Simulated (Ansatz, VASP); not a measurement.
## One calculation of Ta, two programs

Contents of INCAR:

```
PREC = Accurate
ENCUT = 520
EDIFF = 1E-6
ISMEAR = -1
SIGMA = 0.05
LREAL = False
LASPH = True
NELM = 80
ALGO = Normal
ISIF = 2
LWAVE = False
LCHARG = False
LDIPOL = True
IDIPOL = 3
DIPOL = 0.5 0.5 0.500
GGA = PS
NBANDS = 36
```

Contents of KPOINTS:

```
regular mesh
0
Gamma
  15 15 1
```

Contents of POSCAR:

```
Ta
1.0
    2.8411580232      0.0000000000      0.0000000000
   -0.9470526744      2.6786694728      0.0000000000
    0.0000000000      0.0000000000     25.2792000000
Ta
5
Direct
    0.0000000000      0.0000000000      0.3164660425
    0.5000000000      0.5000000000      0.4082330210
    0.0000000000      0.0000000000      0.5000000000
    0.5000000000      0.5000000000      0.5917669790
    0.0000000000      0.0000000000      0.6835339575
```

Input for Ansatz:

```yaml
crystal:
  lattice:
    - [2.8411580232, 0.0, 0.0]
    - [-0.9470526744, 2.6786694728, 0.0]
    - [0.0, 0.0, 25.2792]
  atoms:
    - { symbol: Ta, position: [0.0, 0.0, 0.3164660425] }
    - { symbol: Ta, position: [0.5, 0.5, 0.408233021] }
    - { symbol: Ta, position: [0.0, 0.0, 0.5] }
    - { symbol: Ta, position: [0.5, 0.5, 0.591766979] }
    - { symbol: Ta, position: [0.0, 0.0, 0.6835339575] }
kpoints:
  mp_grid: { grid: [15, 15, 1] }
scf:
  occupations: { method: fermi_dirac, width: 0.05 }
hamiltonian:
  xc: pbesol
  pseudopotentials: { kind: paw }
output:
  forces: true
  stress: true
  eigenvalues: true
  populations: true
efield:
  axis: 3
  amplitude: 0
  dipole_correction: true
```

Alike in both runs: task single point; functional PBEsol; k mesh 15 × 15 × 1; occupations fermi-dirac, width 0.05 eV; no spin polarisation.

|  | VASP | Ansatz |
| --- | --- | --- |
| version | VASP 6.6.1 | Ansatz 0.2.0 |
| potentials or method | VASP PAW PBE potentials, release 64 (Ta_pv) | PAW with Ansatz's default frozen-core files, scalar-relativistic |
| plane-wave cutoff (eV) | 520 | 420 |
| valence electrons in the cell | 55 | 65 |

```csv
,VASP,Ansatz,Ansatz less VASP
rms of the force components (eV/Å),0.239,0.239,-0.0001
```

VASP's potentials were made for PBE, not for PBEsol. Atom by atom the forces differ by 0.003 eV/Å (rms over components). VASP's potentials hold 55 valence electrons a cell and Ansatz's 65, so a difference there can come from the potentials and not from the codes.

Spin-orbit coupling is off throughout.
